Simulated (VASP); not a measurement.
Runs of VASP 6.6.1 on ZrC. The structure is that of space group Fm-3m (No. 225), or close to it. The cells are those of the table. 

```tsv
task	cell	gap on the mesh (eV)	pressure (GPa)
electric field gradients	a = 3.279 Å, angles 60.0°, 2 atoms	none	11.5
electric field gradients	a = 3.301 Å, angles 60.0°, 2 atoms	none	(a)
electric field gradients	a = 3.389 Å, angles 60.0°, 2 atoms	none	-10.4
single point	a = 3.256 Å, angles 60.0°, 2 atoms	none	17.4
single point	a = 3.389 Å, angles 60.0°, 2 atoms	none	-10.4
```

Alike in all rows: level PBE; potentials or basis VASP PAW PBE potentials, release 64 (Zr_sv, C); no spin polarisation; k mesh 15 × 15 × 15; cutoff (eV) 520; smearing fermi-dirac 0.05 eV.

Fill in the values left out.

(a) 6.2.

A k mesh can miss the band edges, and the runs leave out spin-orbit coupling on Zr.

A gap of «none» marks levels without a gap at the run's occupations.
